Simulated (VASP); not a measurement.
A run of VASP 6.6.1 is set up as follows.

INCAR

```
  ALGO = Normal
  EDIFF = 1E-7
  EDIFFG = -0.08
  ENCUT = 500
  GGA = PE
  GGA_COMPAT = F
  IBRION = 2
  ISIF = 3
  ISMEAR = 0
  LASPH = T
  LCHARG = F
  LMAXMIX = 6
  LREAL = F
  LWAVE = F
  NELM = 200
  NELMIN = 4
  NSW = 36
  PREC = Accurate
  SIGMA = 0.15
```

KPOINTS

```
k-points
0
Gamma
  2 2 2
```

File POSCAR:

```
Nd3Si2I
1.0
    3.9361215100     -4.0265960500      0.0000000000
    3.9361215100      4.0265960500      0.0000000000
    0.0000000000      0.0000000000      6.1271485700
Nd Si I
3 2 1
Direct
    0.0000000000      0.5000000000      0.0000000000
    0.5000000000      0.0000000000      0.0000000000
    0.5000000000      0.5000000000      0.0000000000
    0.8822691800      0.1177308200      0.0000000000
    0.1177308200      0.8822691800      0.0000000000
    0.5000000000      0.5000000000      0.5000000000
```

Potentials or basis: VASP PAW PBE potentials, release 64 (Nd_3, Si, I), 4f in core.

Launch:

```console
$ cat potpaw_PBE.64/Nd_3/POTCAR potpaw_PBE.64/Si/POTCAR potpaw_PBE.64/I/POTCAR > POTCAR
$ mpirun -np 1 vasp_std > vasp.out
```

What does it give for the relaxed volume?

47.65 Å³/atom.

Predict the space group after relaxing (to 0.1 Å).

Cmmm (No. 65).

What does it give for the relaxed cell?

a = 6.919 Å, b = 6.919 Å, c = 6.302 Å, α = 90.00°, β = 90.00°, γ = 71.38°.

Final structure:
```
CELL_PARAMETERS angstrom
5.61963 -4.03650 0.00000
5.61963 4.03650 0.00000
0.00000 0.00000 6.30191
ATOMIC_POSITIONS crystal
Nd 0.00000 0.50000 0.00000
Nd 0.50000 0.00000 0.00000
Nd 0.50000 0.50000 0.00000
Si 0.86176 0.13824 0.00000
Si 0.13824 0.86176 0.00000
I 0.50000 0.50000 0.50000
```

Caveat: the k points lie up to 0.50 Å⁻¹ apart in the final cell, too coarse for converged energies and pressures of a metal; the volume moved by over 15 % at a fixed basis, so the end points are rough; spin-orbit coupling is left out, which moves the levels of the heavy elements; the 4f electrons are frozen in the core, so they carry no moment and show no levels; the run has no spin polarisation, though such a crystal can be magnetic. Spin polarisation is off, so any magnetic state and its effect on volume and gap are missing.
